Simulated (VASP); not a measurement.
Input of a VASP 6.6.1 run:

Contents of INCAR:

```
SYSTEM = CsSnI3
PREC = Accurate
ENCUT = 520
EDIFF = 1E-6
ISMEAR = 0
SIGMA = 0.01
LREAL = .FALSE.
LASPH = .TRUE.
NELM = 100
ALGO = Normal
ISIF = 2
LWAVE = .FALSE.
LCHARG = .TRUE.
GGA = PS
LELF = .TRUE.
LVHAR = .TRUE.
NBANDS = 30
```

Contents of KPOINTS:

```
regular mesh
0
G
  6 6 6
  0 0 0
```

The input POSCAR:

```
CsSnI3
1.0
    6.2260824455      0.0000000000      0.0000000000
    0.0000000000      6.2260824455      0.0000000000
    0.0000000000      0.0000000000      5.7660270923
Cs Sn I
1 1 3
Direct
    0.0000000000      0.0000000000      0.0000000000
    0.5000000000      0.5000000000      0.5000000000
    0.0000000000      0.5000000000      0.5000000000
    0.5000000000      0.0000000000      0.5000000000
    0.5000000000      0.5000000000      0.0000000000
```

Potentials or basis: VASP PAW PBE potentials, release 64 (Cs_sv, Sn_d, I).

Command:

```sh
$ cat potpaw_PBE.64/Cs_sv/POTCAR potpaw_PBE.64/Sn_d/POTCAR potpaw_PBE.64/I/POTCAR > POTCAR
$ mpirun -np 1 vasp_std > vasp.out
```

Q: Predict the band gap on the k mesh.

A: Zero (filled and empty bands touch).

Q: Estimate the pressure.

A: 0.9 GPa.

Stress tensor (GPa, compression positive):
```
-0.39  0.00  0.00
 0.00 -0.39  0.00
 0.00  0.00  3.56
```

Caveat: the cell differs from its parent crystal (uniaxial strain along c: -6.0 %); semilocal functionals underestimate gaps, and a narrow one can read as zero; the PAW data sets were made with another functional, which shifts forces and pressure a little; spin-orbit coupling is left out, which moves the levels of the heavy elements.
